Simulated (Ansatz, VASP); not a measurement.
# One calculation of CdSe, two programs

```
CELL_PARAMETERS angstrom
4.19104 0.00000 0.00000
-2.09552 3.62954 0.00000
0.00000 0.00000 6.83982
ATOMIC_POSITIONS crystal
Cd 0.66667 0.33333 0.00000
Cd 0.33333 0.66667 0.50000
Se 0.66667 0.33333 0.37500
Se 0.33333 0.66667 0.87500
```

Change from the starting cell: strain -0.025 along x and y, -0.025 along z, atoms carried along.

Alike in both runs: task single point; functional PBE; k mesh 6 × 6 × 4; occupations gaussian, width 0.05 eV; no spin polarisation.

```csv
,VASP,Ansatz
version,VASP 6.6.1,Ansatz 0.2.0
potentials or method,"VASP PAW PBE potentials, release 64 (Cd, Se), cutoff 520 eV","scalar-relativistic, plane waves, PAW"
valence electrons in the cell,36,72
```

```csv
,VASP,Ansatz,Ansatz less VASP
gap on the k mesh at the Fermi level (eV),0.84,0.83,-0.003
least direct gap on the mesh (eV),0.84,0.83,-0.003
pressure (GPa),8.7,8.2,-0.44
"traceless stress, the component that is largest in VASP (GPa)",0.19,0.18,-0.008
rms of the force components (eV/Å),0.010,0.010,+0.0003
```

Atom by atom the forces differ by 0.000 eV/Å (rms over components). VASP's potentials hold 36 valence electrons a cell and Ansatz's 72, so a difference there can come from the potentials and not from the codes.
